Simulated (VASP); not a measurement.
# Cu3O2 (I4/mmm) in VASP: a series of runs, part 3 of 3

VASP 6.6.1. Earlier steps stand in the parts before.

### 4 Single point, PBE

This run uses another cell than the first one, of 12.14 Å³/atom.

INCAR reads:

```
SYSTEM = Cu3O2
PREC = Accurate ; ENCUT = 520
EDIFF = 1E-6 ; ISMEAR = -1
SIGMA = 0.05 ; LREAL = .False.
LASPH = .True. ; NELM = 100
ALGO = Normal ; ISIF = 2
LWAVE = .False. ; LCHARG = .False.
GGA = PE ; NBANDS = 30
```

KPOINTS reads:

```
Automatic mesh
0
Gamma
  9 9 9
  0 0 0
```

POSCAR reads:

```
Cu3O2
1.0
   -2.0333701493      2.0333701493      3.6701244771
    2.0333701493     -2.0333701493      3.6701244771
    2.0333701493      2.0333701493     -3.6701244771
Cu O
3 2
Direct
    0.0000000000      0.0000000000      0.0000000000
    0.7500000000      0.2500000000      0.5000000000
    0.2500000000      0.7500000000      0.5000000000
    0.5000000000      0.0000000000      0.5000000000
    0.0000000000      0.5000000000      0.5000000000
```

Potentials or basis: VASP PAW PBE potentials, release 64 (Cu, O).

Run with:

```sh
$ cat potpaw_PBE.64/Cu/POTCAR potpaw_PBE.64/O/POTCAR > POTCAR
$ mpirun -np 1 vasp_std > vasp.out
```

OUTCAR:

```text
SYSTEM = Cu3O2
   PREC = Accurate
   ENCUT = 520
   EDIFF = 1E-6
   ISMEAR = -1
   LREAL = .False.
   LASPH = .True.
   NELM = 100
   ISIF = 2
   GGA = PE

 ion  position               nearest neighbor table
   1  0.000  0.000  0.000-   4 2.03   5 2.03   5 2.03   4 2.03   2 2.74   3 2.74   2 2.74   3 2.74
                             2 2.74   2 2.74   3 2.74   3 2.74
   2  0.750  0.250  0.500-   4 1.84   5 1.84   1 2.74   1 2.74   1 2.74   1 2.74
   3  0.250  0.750  0.500-   4 1.84   5 1.84   1 2.74   1 2.74   1 2.74   1 2.74
   4  0.500  0.000  0.500-   2 1.84   3 1.84   1 2.03   1 2.03
   5  0.000  0.500  0.500-   2 1.84   3 1.84   1 2.03   1 2.03

  LATTYP: Found a body centered tetragonal cell.
 ALAT       =     4.0667402986
 C/A-ratio  =     1.8049465703

  Lattice vectors:

 A1 = (  -2.0333701493,   2.0333701493,   3.6701244771)
 A2 = (   2.0333701493,  -2.0333701493,   3.6701244771)
 A3 = (   2.0333701493,   2.0333701493,  -3.6701244771)

Analysis of symmetry for initial positions (statically):
=====================================================================
 Subroutine PRICEL returns:
 Original cell was already a primitive cell.

 Routine SETGRP: Setting up the symmetry group for a
 body centered tetragonal supercell.

 Subroutine GETGRP returns: Found 16 space group operations
 (whereof 16 operations were pure point group operations)
 out of a pool of 16 trial point group operations.

The static configuration has the point symmetry D_4h.

Analysis of symmetry for dynamics (positions and initial velocities):
=====================================================================
 Subroutine PRICEL returns:
 Original cell was already a primitive cell.

 Routine SETGRP: Setting up the symmetry group for a
 body centered tetragonal supercell.
[... 121 lines left out ...]
   PSTRESS=    0.0 pullay stress
   NELECT =      45.0000    total number of electrons
   NUPDOWN=      -1.0000    fix difference up-down
   EMIN   =  10.00;   EMAX   =-10.00  energy-range for DOS
   EFERMI =   0.00;   METHOD = LEGACY
   ISMEAR =    -1;   SIGMA  =   0.05  broadening in eV -4-tet -1-fermi 0-gaus
   EFERMI_NEDOS =   21; number of points for ismear=-14 and -15
   IALGO  =     38    algorithm
   IMIX   =      4    mixing-type and parameters
     AMIX     =   0.40;   BMIX     =  1.00
     AMIX_MAG =   1.60;   BMIX_MAG =  1.00
  volume/ion in A,a.u.               =      12.14        81.92
  Fermi-wavevector in a.u.,A,eV,Ry     =   1.481680  2.799969 29.869902  2.195376
  Thomas-Fermi vector in A             =   2.595560
   LORBIT       =      0    0 simple, 1 ext, 2 COOP (PROOUT), +10 PAW based schemes
   GGA     = PE    functional components
   LHFCALC =     F    Hartree Fock is set to
   AEXX    =    0.0000 exact exchange contribution
   IVDW    =     0    specifies the selected vdW correction
   LEPSILON=     F    determine dielectric tensor
   LRPA    =     F    only Hartree local field effects (RPA)
 non-spin polarized calculation
  energy-cutoff  :      520.00
  volume of cell :       60.70
 maximum number of plane-waves:      1677
   NGX = 17   NGY = 17   NGZ = 17

 number of electron      45.0000012 magnetization

 Free energy of the ion-electron system (eV)
  ---------------------------------------------------
  ext. energy  EPLUGINS =         0.00000000
  ---------------------------------------------------
  free energy    TOTEN  =       -22.71032569 eV

  energy without entropy =      -22.69330408  energy(sigma->0) =      -22.70181489

 E-fermi :   4.2629     XC(G=0): -11.1155

 val. band max:        4.2486338782   @ k =  -0.2222   0.1111   0.0000
 cond. band min:       4.2683254864   @ k =  -0.3333  -0.3333   0.1111
 fundamental gap:      0.0196916083
 Fermi energy:         4.2628593655

 k-point     1 :       0.0000    0.0000    0.0000
  band No.  band energies     occupation
      1     -14.8120      2.00000
      2     -13.6177      2.00000
      3      -2.2632      2.00000
      4      -1.2202      2.00000
      5      -1.2202      2.00000
      6      -0.6524      2.00000
[... 781 lines left out ...]
     29      14.8430      0.00000
     30      15.1801      0.00000

 [... further k-points ...]
[... 5 lines left out ...]
  --------------------------------------------------------------------------------------
  -------------------------------------------------------------------------------------
  Total        0.1340296      0.1340296      0.6115569      0.0000000      0.0000000      0.0000000
  in kB        3.5378345      3.5378345     16.1426105      0.0000000      0.0000000      0.0000000
  external PRESSURE =       7.7394265 kB  Pullay stress =       0.0000000 kB

 VOLUME and BASIS-vectors are now :
 -----------------------------------------------------------------------------
  energy-cutoff  :      520.00
  volume of cell :       60.70
      direct lattice vectors                 reciprocal lattice vectors
    -2.033370149  2.033370149  3.670124477     0.000000000  0.245897187  0.136235161
     2.033370149 -2.033370149  3.670124477     0.245897187  0.000000000  0.136235161
     2.033370149  2.033370149 -3.670124477     0.245897187  0.245897187  0.000000000

 POSITION                                       TOTAL-FORCE (eV/Angst)
 -----------------------------------------------------------------------------------
      0.00000      0.00000      0.00000        -0.000000     -0.000000      0.000000
     -0.00000      2.03337      1.83506        -0.000000      0.000000      0.000000
      2.03337     -0.00000      1.83506         0.000000     -0.000000     -0.000000
      0.00000      2.03337      0.00000        -0.000000     -0.000000      0.000000
      2.03337      0.00000      0.00000        -0.000000     -0.000000      0.000000
 -----------------------------------------------------------------------------------
    total drift:                                0.000000      0.000000      0.000000

  FREE ENERGIE OF THE ION-ELECTRON SYSTEM (eV)
  ---------------------------------------------------
  free  energy   TOTEN  =       -22.7103256932 eV

  energy  without entropy=      -22.6933040805  energy(sigma->0) =      -22.70181489
```

stdout:

```text
POSCAR found type information on POSCAR CuO
 POSCAR found :  2 types and       5 ions
 scaLAPACK will be used
 LDA part: xc-table for (Slater+PW92), standard interpolation
 POSCAR, INCAR and KPOINTS ok, starting setup
 FFT: planning ... GRIDC
 FFT: planning ... GRID_SOFT
 FFT: planning ... GRID
 WAVECAR not read
 entering main loop
```

It took 5 min on 1 thread of AMD EPYC 7R43 (Zen 3), shared host; peak memory 0.23 GiB.

What came out:

* Free energy: -22.7103 eV
* Pressure: 0.8 GPa
* Band gap on the k mesh: zero (an odd number of electrons rules out a gap without spin polarisation)

Stress tensor (GPa, compression positive):
```
0.35 0.00 0.00
0.00 0.35 0.00
0.00 0.00 1.61
```

Caveat: an odd number of electrons without spin polarisation forces a metal; a magnetic or distorted state may lie lower. With open d or f shells a metallic result of PBE can be an artefact of self-interaction; +U or a hybrid may open a gap.

### 5 Summary

| cell | gap on the mesh (eV) | pressure (GPa) |
| --- | --- | --- |
| a = 4.617 Å, angles 129.0, 129.0, 75.1°, 5 atoms | none | 5.8 |
| a = 4.643 Å, angles 128.6, 128.6, 75.7°, 5 atoms | none | 2.8 |
| a = 4.663 Å, angles 128.3, 128.3, 76.2°, 5 atoms | none | 0.8 |

Alike in all rows: task single point; level PBE; potentials or basis VASP PAW PBE potentials, release 64 (Cu, O); no spin polarisation; k mesh 9 × 9 × 9; cutoff (eV) 520; smearing fermi-dirac 0.05 eV.

Caveats: an odd number of electrons without spin polarisation forces a metal; a magnetic or distorted state may lie lower; the cell stands under pressure (at least some runs).

Total energies depend on the potentials used, so only differences within one code and one set of settings carry meaning.
